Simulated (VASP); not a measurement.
The system is PbS.

```xyz
2
Lattice="0.0000 2.9650 2.9650 2.9650 0.0000 2.9650 2.9650 2.9650 0.0000" Properties=species:S:1:pos:R:3 pbc="T T T"
Pb    2.9650    2.9650    2.9650
S     0.0000    0.0000    0.0000
```

Base run:

```yaml
Program: VASP 6.6.1
Functional: r2SCAN
Potentials_or_basis: VASP PAW PBE potentials, release 64 (Pb_d, S)
Cutoff: 520 eV
k_mesh: 8 × 8 × 8
Occupations: gaussian, width 0.05 eV
Spin: no spin polarisation
```

Its results: band gap on the k mesh 0.62 eV, direct; pressure 1.3 GPa.

Task: The run is repeated on the same cell with these changes: functional from r2SCAN to revPBE. What comes out?

Result: Band gap on the k mesh 0.43 eV, direct; pressure 3.6 GPa.

r2SCAN gives the wider gap, since meta-GGAs in the generalised Kohn-Sham scheme recover part of the derivative discontinuity.

Caveats: the PAW data sets were made with another functional, which shifts forces and pressure a little; spin-orbit coupling is left out, which moves the levels of the heavy elements.

A k mesh can miss the band edges.
